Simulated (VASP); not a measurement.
A run of VASP 6.6.1 is set up as follows.

The input INCAR:

```
SYSTEM = TiN
PREC     = Accurate       ! precision mode
ENCUT    = 600            ! plane-wave cutoff, eV
EDIFF    = 1E-6           ! SCF threshold, eV
ISMEAR   = 0              ! smearing method
SIGMA    = 0.1            ! smearing width, eV
LREAL    = .FALSE.        ! projectors in reciprocal space
LASPH    = .TRUE.         ! aspherical terms in the spheres
NELM     = 80             ! most SCF steps
ALGO     = Normal         ! electronic algorithm
ISIF     = 3              ! what is computed and relaxed
LWAVE    = .FALSE.        ! write WAVECAR
LCHARG   = .FALSE.        ! write CHGCAR
IBRION   = 2              ! ionic algorithm
NSW      = 100            ! ionic steps
EDIFFG   = -0.005         ! ionic threshold
```

File KPOINTS:

```
Automatic mesh
0
G
  18 18 18
  0 0 0
```

Contents of POSCAR:

```
TiN
1.0
    0.0000000000      2.0863609778      2.0863609778
    2.0863609778      0.0000000000      2.0863609778
    2.0863609778      2.0863609778      0.0000000000
Ti N
1 1
Direct
    0.0000000000      0.0000000000      0.0000000000
    0.5000000000      0.5000000000      0.5000000000
```

Potentials or basis: VASP PAW LDA potentials, release 64 (Ti_sv, N).

Command:

```sh
$ cat potpaw_LDA.64/Ti_sv/POTCAR potpaw_LDA.64/N/POTCAR > POTCAR
$ mpirun -np 1 vasp_std > vasp.out
```

(1) What does it give for the band gap on the k mesh?

(2) What does it give for the relaxed volume?

(3) What does it give for the space group after relaxing (to 0.1 Å)?

Results:

(1) zero (an odd number of electrons rules out a gap without spin polarisation).

(2) 9.10 Å³/atom.

(3) Fm-3m (No. 225).
